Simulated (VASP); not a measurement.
# MgO (Periclase) (Immm) in VASP: notebook

MgO (Periclase) is run at these levels: LDA; tasks: single point.

Everything below comes from runs of VASP 6.6.1. Logs are shortened: lines on timing, memory, paths and dates and some standing lists are left out, and cuts for length are marked.

### Step 1. The cell of the first run

It takes space group Immm (No. 71, orthorhombic). Conventional cell: a = 2.967 Å, b = 2.997 Å, c = 4.217 Å, α = 90.00°, β = 90.00°, γ = 90.00°. Mg (site symmetry mmm) has 6 O at 2.11 Å within 2.8 Å. Within 2.8 Å of O (site symmetry mmm) lie 6 Mg at 2.11 Å.

### Step 2. Single point, LDA

Contents of INCAR:

```
SYSTEM = MgO
PREC = Accurate
ENCUT = 600
EDIFF = 1E-6
ISMEAR = -1
SIGMA = 0.02
LREAL = .False.
LASPH = .True.
NELM = 120
ALGO = Normal
ISIF = 2
LWAVE = .False.
LCHARG = .False.
NBANDS = 11
GGA_COMPAT = .False.
```

Contents of KPOINTS:

```
regular mesh
0
Gamma
  8 8 8
  0 0 0
```

Contents of POSCAR:

```
MgO
1.0
    0.0105425000      2.1085000000      2.1085000000
    2.1085000000      0.0105425000      2.1085000000
    2.1190425000      2.1190425000      0.0000000000
Mg O
1 1
Direct
    0.0000000000      0.0000000000      0.0000000000
    0.5000000000      0.5000000000      0.5000000000
```

Potentials or basis: VASP PAW LDA potentials, release 64 (Mg, O).

Started as:

```
$ cat potpaw_LDA.64/Mg/POTCAR potpaw_LDA.64/O/POTCAR > POTCAR
$ mpirun -np 1 vasp_std > vasp.out
```

OUTCAR:

```text
SYSTEM = MgO
   PREC = Accurate
   ENCUT = 600
   EDIFF = 1E-6
   ISMEAR = -1
   LREAL = .False.
   LASPH = .True.
   NELM = 120
   ISIF = 2

 ion  position               nearest neighbor table
   1  0.000  0.000  0.000-   2 2.11   2 2.11   2 2.11   2 2.11   2 2.11   2 2.11
   2  0.500  0.500  0.500-   1 2.11   1 2.11   1 2.11   1 2.11   1 2.11   1 2.11

  LATTYP: Found a body centered orthorhombic cell.
 ALAT       =     2.9669599498
 B/A-ratio  =     1.0100502513
 C/A-ratio  =     1.4213201632

  Lattice vectors:

 A1 = (   2.1085000000,   0.0105425000,  -2.1085000000)
 A2 = (  -2.1085000000,  -0.0105425000,  -2.1085000000)
 A3 = (   0.0105425000,   2.1085000000,   2.1085000000)

Analysis of symmetry for initial positions (statically):
=====================================================================
 Subroutine PRICEL returns:
 Original cell was already a primitive cell.

 Routine SETGRP: Setting up the symmetry group for a
 body centered orthorhombic supercell.

 Subroutine GETGRP returns: Found  8 space group operations
 (whereof  8 operations were pure point group operations)
 out of a pool of  8 trial point group operations.

The static configuration has the point symmetry D_2h.

Analysis of symmetry for dynamics (positions and initial velocities):
=====================================================================
 Subroutine PRICEL returns:
 Original cell was already a primitive cell.

 Routine SETGRP: Setting up the symmetry group for a
 body centered orthorhombic supercell.

 Subroutine GETGRP returns: Found  8 space group operations
 (whereof  8 operations were pure point group operations)
 out of a pool of  8 trial point group operations.

The dynamic configuration has the point symmetry D_2h.

 Subroutine INISYM returns: Found  8 space group operations
 (whereof  8 operations are pure point group operations),
 and found     1 'primitive' translations

----------------------------------------------------------------------------------------

                                     Primitive cell

  volume of cell :      18.7474

  direct lattice vectors                    reciprocal lattice vectors
     0.010542500  2.108500000  2.108500000    -0.238327040  0.238327040  0.237135404
     2.108500000  0.010542500  2.108500000     0.238327040 -0.238327040  0.237135404
     2.119042500  2.119042500  0.000000000     0.235955626  0.235955626 -0.237135404

  length of vectors
     2.981887933  2.981887933  2.996778643     0.412107699  0.412107699  0.409369411

  position of ions in fractional coordinates (direct lattice)
     0.000000000  0.000000000  0.000000000
     0.500000000  0.500000000  0.500000000

  ion indices of the primitive-cell ions
   primitive index   ion index
                 1           1
                 2           2

----------------------------------------------------------------------------------------

 KPOINTS: regular mesh

Automatic generation of k-mesh.
 Grid dimensions read from file:
 generate k-points for:    8    8    8

 Generating k-lattice:

  Cartesian coordinates                     Fractional coordinates (reciprocal lattice)
    -0.029790880  0.029790880  0.029641926     0.125000000 -0.000000000  0.000000000
     0.029790880 -0.029790880  0.029641926    -0.000000000  0.125000000  0.000000000
     0.029494453  0.029494453 -0.029641926     0.000000000  0.000000000  0.125000000

  Length of vectors
     0.051513462  0.051513462  0.051171176

  Shift w.r.t. Gamma in fractional coordinates (k-lattice)
     0.000000000  0.000000000  0.000000000

 Subroutine IBZKPT returns following result:
 ===========================================

 Found     95 irreducible k-points:

 Following reciprocal coordinates:
            Coordinates               Weight
  0.000000  0.000000  0.000000      1.000000
  0.125000  0.000000  0.000000      4.000000
  0.250000  0.000000  0.000000      4.000000
  0.375000  0.000000  0.000000      4.000000
  0.500000  0.000000  0.000000      2.000000
  0.125000  0.125000  0.000000      2.000000
[... 16 lines left out ...]
  0.125000 -0.000000  0.125000      4.000000
  0.250000  0.000000  0.125000      8.000000
 [... further k-points ...]
   k-points           NKPTS =     95   k-points in BZ     NKDIM =     95   number of bands    NBANDS=     11
   number of dos      NEDOS =    301   number of ions     NIONS =      2
   total plane-waves  NPLWV =  13824
   dimension x,y,z NGX =    24 NGY =   24 NGZ =   24
   dimension x,y,z NGXF=    48 NGYF=   48 NGZF=   48
   ions per type =               1   1
   NGX,Y,Z   is equivalent  to a cutoff of  13.38, 13.38, 13.31 a.u.
   NGXF,Y,Z  is equivalent  to a cutoff of  26.76, 26.76, 26.63 a.u.
 SYSTEM =  MgO
   PREC   = accura    normal or accurate (medium, high low for compatibility)
   ISTART =      0    job   : 0-new  1-cont  2-samecut
   ICHARG =      2    charge: 1-file 2-atom 10-const
   ISPIN  =      1    spin polarized calculation?
   LNONCOLLINEAR =      F non collinear calculations
   LSORBIT =      F    spin-orbit coupling
   LASPH  =      T    aspherical Exc in radial PAW
   ENCUT  =  600.0 eV  44.10 Ry    6.64 a.u.   5.96  5.96  5.99*2*pi/ulx,y,z
   NELM   =    120;   NELMIN=  2; NELMDL= -5     # of ELM steps
   EDIFF  = 0.1E-05   stopping-criterion for ELM
   LREAL  =      F    real-space projection
   EDIFFG = 0.1E-04   stopping-criterion for IOM
   NSW    =      0    number of steps for IOM
   IBRION =     -1    ionic relax: 0-MD 1-quasi-New 2-CG
   NFREE  =      0    steps in history (QN), initial steepest desc. (CG)
   ISIF   =      2    stress and relaxation
   ISYM   =      2    0-nonsym 1-usesym 2-fastsym
   POTIM  = 0.5000    time-step for ionic-motion
   TEBEG  =    0.0;   TEEND  =   0.0 temperature during run
   PSTRESS=    0.0 pullay stress
   NELECT =       8.0000    total number of electrons
   NUPDOWN=      -1.0000    fix difference up-down
   EMIN   =  10.00;   EMAX   =-10.00  energy-range for DOS
   EFERMI =   0.00;   METHOD = LEGACY
   ISMEAR =    -1;   SIGMA  =   0.02  broadening in eV -4-tet -1-fermi 0-gaus
   EFERMI_NEDOS =   21; number of points for ismear=-14 and -15
   IALGO  =     38    algorithm
   IMIX   =      4    mixing-type and parameters
     AMIX     =   0.40;   BMIX     =  1.00
     AMIX_MAG =   1.60;   BMIX_MAG =  1.00
  volume/ion in A,a.u.               =       9.37        63.26
  Fermi-wavevector in a.u.,A,eV,Ry     =   1.232513  2.329112 20.668451  1.519088
  Thomas-Fermi vector in A             =   2.367280
   LORBIT       =      0    0 simple, 1 ext, 2 COOP (PROOUT), +10 PAW based schemes
   GGA     = CA    functional components
   LHFCALC =     F    Hartree Fock is set to
   AEXX    =    0.0000 exact exchange contribution
   IVDW    =     0    specifies the selected vdW correction
   LEPSILON=     F    determine dielectric tensor
   LRPA    =     F    only Hartree local field effects (RPA)
 non-spin polarized calculation
  energy-cutoff  :      600.00
  volume of cell :       18.75
 maximum number of plane-waves:       636
   NGX = 11   NGY = 11   NGZ = 11

 number of electron       8.0000005 magnetization

 Free energy of the ion-electron system (eV)
  ---------------------------------------------------
  ext. energy  EPLUGINS =         0.00000000
  ---------------------------------------------------
  free energy    TOTEN  =       -13.42396104 eV

  energy without entropy =      -13.42396104  energy(sigma->0) =      -13.42396104

 E-fermi :   3.3851     XC(G=0): -11.5749

 val. band max:        2.8903895276   @ k =   0.0000   0.0000   0.0000
 cond. band min:       7.4747065640   @ k =   0.0000   0.0000   0.0000
 fundamental gap:      4.5843170365
 Fermi energy:         3.3850617261

 k-point     1 :       0.0000    0.0000    0.0000
  band No.  band energies     occupation
      1     -14.1308      2.00000
      2       2.8146      2.00000
      3       2.8519      2.00000
      4       2.8904      2.00000
      5       7.4747      0.00000
      6      18.2164      0.00000
      7      18.3621      0.00000
      8      18.5064      0.00000
      9      22.3737      0.00000
     10      24.0153      0.00000
     11      24.0170      0.00000

 k-point     2 :       0.1250    0.0000    0.0000
  band No.  band energies     occupation
      1     -13.9602      2.00000
      2       1.9114      2.00000
      3       2.7091      2.00000
      4       2.7578      2.00000
      5       8.3817      0.00000
      6      16.7651      0.00000
      7      18.5770      0.00000
      8      18.7607      0.00000
      9      22.9643      0.00000
     10      23.0244      0.00000
     11      24.4440      0.00000

 k-point     3 :       0.2500    0.0000    0.0000
  band No.  band energies     occupation
      1     -13.5149      2.00000
      2       0.1862      2.00000
      3       2.4668      2.00000
      4       2.5116      2.00000
      5       9.7900      0.00000
      6      15.2210      0.00000
      7      19.0662      0.00000
      8      19.1975      0.00000
      9      22.5341      0.00000
     10      22.6856      0.00000
     11      24.4088      0.00000

 k-point     4 :       0.3750    0.0000    0.0000
  band No.  band energies     occupation
      1     -13.0087      2.00000
      2      -1.2486      2.00000
      3       2.2396      2.00000
      4       2.2806      2.00000
      5      10.4530      0.00000
      6      15.0378      0.00000
      7      18.8739      0.00000
      8      18.9735      0.00000
      9      23.6191      0.00000
     10      23.8338      0.00000
     11      24.0430      0.00000
[... 239 lines left out ...]
 k-point    22 :       0.0000    0.0000    0.1250
  band No.  band energies     occupation
      1     -13.9633      2.00000
      2       1.8633      2.00000
      3       2.7373      2.00000
      4       2.7865      2.00000
      5       8.3816      0.00000
      6      16.6560      0.00000
      7      18.6744      0.00000
      8      18.8559      0.00000
      9      22.9957      0.00000
     10      23.0599      0.00000
     11      24.4652      0.00000

 k-point    23 :       0.1250   -0.0000    0.1250
  band No.  band energies     occupation
      1     -13.9078      2.00000
      2       1.8083      2.00000
      3       2.6156      2.00000
      4       2.6171      2.00000
      5       8.6761      0.00000
      6      16.2088      0.00000
      7      18.8699      0.00000
      8      18.8714      0.00000
      9      21.3123      0.00000
     10      24.4937      0.00000
     11      25.5683      0.00000

 k-point    24 :       0.2500    0.0000    0.1250
  band No.  band energies     occupation
      1     -13.5591      2.00000
      2       0.5779      2.00000
      3       2.3367      2.00000
      4       2.3679      2.00000
      5       9.9460      0.00000
      6      14.8990      0.00000
      7      18.8303      0.00000
      8      19.3567      0.00000
      9      20.5224      0.00000
     10      24.3947      0.00000
     11      26.3888      0.00000

 [... further k-points ...]
[... 5 lines left out ...]
  --------------------------------------------------------------------------------------
  -------------------------------------------------------------------------------------
  Total       -0.9908698     -0.9908698     -0.9933370     -0.1733607      0.0000000      0.0000000
  in kB      -84.6812441    -84.6812441    -84.8920949    -14.8156697      0.0000000      0.0000000
  external PRESSURE =     -84.7515277 kB  Pullay stress =       0.0000000 kB

 VOLUME and BASIS-vectors are now :
 -----------------------------------------------------------------------------
  energy-cutoff  :      600.00
  volume of cell :       18.75
      direct lattice vectors                 reciprocal lattice vectors
     0.010542500  2.108500000  2.108500000    -0.238327040  0.238327040  0.237135404
     2.108500000  0.010542500  2.108500000     0.238327040 -0.238327040  0.237135404
     2.119042500  2.119042500  0.000000000     0.235955626  0.235955626 -0.237135404

 POSITION                                       TOTAL-FORCE (eV/Angst)
 -----------------------------------------------------------------------------------
      0.00000      0.00000      0.00000        -0.000000      0.000000      0.000000
      2.11904      2.11904      2.10850         0.000000     -0.000000     -0.000000
 -----------------------------------------------------------------------------------
    total drift:                               -0.000000     -0.000000      0.000000

  FREE ENERGIE OF THE ION-ELECTRON SYSTEM (eV)
  ---------------------------------------------------
  free  energy   TOTEN  =       -13.4239610390 eV

  energy  without entropy=      -13.4239610390  energy(sigma->0) =      -13.42396104
```

Wall time 18 s (1 thread of Intel Xeon 8259CL, shared host); peak memory 0.14 GiB.

Results:

- Free energy: -13.4240 eV
- Pressure: -8.5 GPa
- Band gap on the k mesh: 4.58 eV, direct

As with any semilocal functional, this LDA gap is likely too small.

### Step 3. Single point, LDA

Contents of INCAR:

```
PREC     = Accurate       # precision mode
ENCUT    = 600            # plane-wave cutoff, eV
EDIFF    = 1E-6           # SCF threshold, eV
ISMEAR   = -1             # smearing method
SIGMA    = 0.02           # smearing width, eV
LREAL    = F              # projectors in reciprocal space
LASPH    = T              # aspherical terms in the spheres
NELM     = 120            # most SCF steps
ALGO     = Normal         # electronic algorithm
ISIF     = 2              # what is computed and relaxed
LWAVE    = F              # write WAVECAR
LCHARG   = F              # write CHGCAR
GGA      = CA             # functional
NBANDS   = 11             # bands
GGA_COMPAT= F
```

Contents of KPOINTS:

```
regular mesh
0
Gamma
  8 8 8
```

Contents of POSCAR:

```
MgO
1.0
    0.0210850000      2.1085000000      2.1085000000
    2.1085000000      0.0210850000      2.1085000000
    2.1295850000      2.1295850000      0.0000000000
Mg O
1 1
Direct
    0.0000000000      0.0000000000      0.0000000000
    0.5000000000      0.5000000000      0.5000000000
```

Potentials or basis: VASP PAW LDA potentials, release 64 (Mg, O).

Started as:

```
$ cat potpaw_LDA.64/Mg/POTCAR potpaw_LDA.64/O/POTCAR > POTCAR
$ mpirun -np 1 vasp_std > vasp.out
```

Wall time 19 s (1 thread of Intel Xeon 8259CL, shared host); peak memory 0.15 GiB.

Results (log left out):

| Item | Value |
| --- | --- |
| Free energy | -13.4214 eV |
| Pressure | -8.5 GPa |
| Band gap on the k mesh | 4.54 eV, direct |

Stress tensor (GPa, compression positive):
```
-8.43 -2.96  0.00
-2.96 -8.43  0.00
 0.00  0.00 -8.52
```

Levels at points of the mesh, in eV from the valence-band top:
```csv
k point,band 1,band 2,band 3,band 4,band 5,band 6,band 7,band 8
"(0.00, 0.00, 0.00)",-17.06,-0.15,-0.08,0.00,4.54,15.14,15.44,15.72
"(0.50, 0.00, 0.00)",-15.69,-4.72,-0.82,-0.74,7.57,12.39,15.65,15.85
"(0.50, 0.50, 0.00)",-15.45,-4.22,-1.57,-1.32,8.74,9.66,12.78,18.31
"(0.00, 0.00, 0.50)",-15.74,-4.80,-0.74,-0.65,7.70,12.17,15.94,16.13
"(0.50, 0.00, 0.50)",-15.45,-4.22,-1.44,-1.44,8.81,9.59,12.77,18.50
```

As with any semilocal functional, this LDA gap is likely too small.

(Part 1 of 2 ends here.)
